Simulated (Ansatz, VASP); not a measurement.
TiTe2: VASP beside Ansatz

Contents of INCAR:

```
PREC = Accurate ; ENCUT = 400
EDIFF = 1E-6 ; ISMEAR = -1
SIGMA = 0.02 ; LREAL = False
LASPH = True ; NELM = 120
ALGO = Normal ; ISIF = 2
LWAVE = False ; LCHARG = True
GGA = PE ; LELF = True
LVHAR = True ; NBANDS = 19
GGA_COMPAT = False ; NELMDL = -8
```

KPOINTS

```
regular mesh
0
Gamma
  10 10 1
```

File POSCAR:

```
TiTe2
1.0
    3.7770000000      0.0000000000      0.0000000000
   -1.8885000000      3.2709779501      0.0000000000
    0.0000000000      0.0000000000     18.4153488000
Te Ti
2 1
Direct
    0.3388330000      0.6607440000      0.4089290000
    0.6673940000      0.3380020000      0.5942990000
   -0.0012540000     -0.0001860000      0.5008470000
```

Input for Ansatz:

```yaml
crystal:
  lattice:
    - [3.777, 0.0, 0.0]
    - [-1.8885, 3.2709779501, 0.0]
    - [0.0, 0.0, 18.4153488]
  atoms:
    - { symbol: Te, position: [0.338833, 0.660744, 0.408929] }
    - { symbol: Te, position: [0.667394, 0.338002, 0.594299] }
    - { symbol: Ti, position: [-0.001254, -0.000186, 0.500847] }
hamiltonian:
  xc: pbe
  pseudopotentials:
    kind: all_electron
    lapw: { muffin_tin_radii: { Te: 1.349, Ti: 1.244 } }
kpoints:
  mp_grid: { grid: [10, 10, 1] }
scf:
  occupations: { method: fermi_dirac, width: 0.02 }
  convergence: { dr2_threshold: 1.0e-09 }
output:
  eigenvalues: true
  forces: true
basis:
  ecutwfc: 400
```

Alike in both runs: task single point; functional PBE; k mesh 10 × 10 × 1; occupations fermi-dirac, width 0.02 eV; no spin polarisation.

|  | VASP | Ansatz |
| --- | --- | --- |
| version | VASP 6.6.1 | Ansatz 0.2.0 |
| potentials or method | VASP PAW PBE potentials, release 64 (Te, Ti_sv), cutoff 400 eV | all-electron LAPW, scalar-relativistic |

|  | VASP | Ansatz | Ansatz less VASP |
| --- | --- | --- | --- |
| gap on the k mesh at the Fermi level (eV) | none | none | - |
| rms of the force components (eV/Å) | 0.149 | 0.144 | -0.0050 |

Atom by atom the forces differ by 0.006 eV/Å (rms over components). A gap of «none» marks a metal or a gap that the smearing closes. Ansatz ran all-electron here, and VASP with PAW potentials.

Spin-orbit coupling is off throughout.
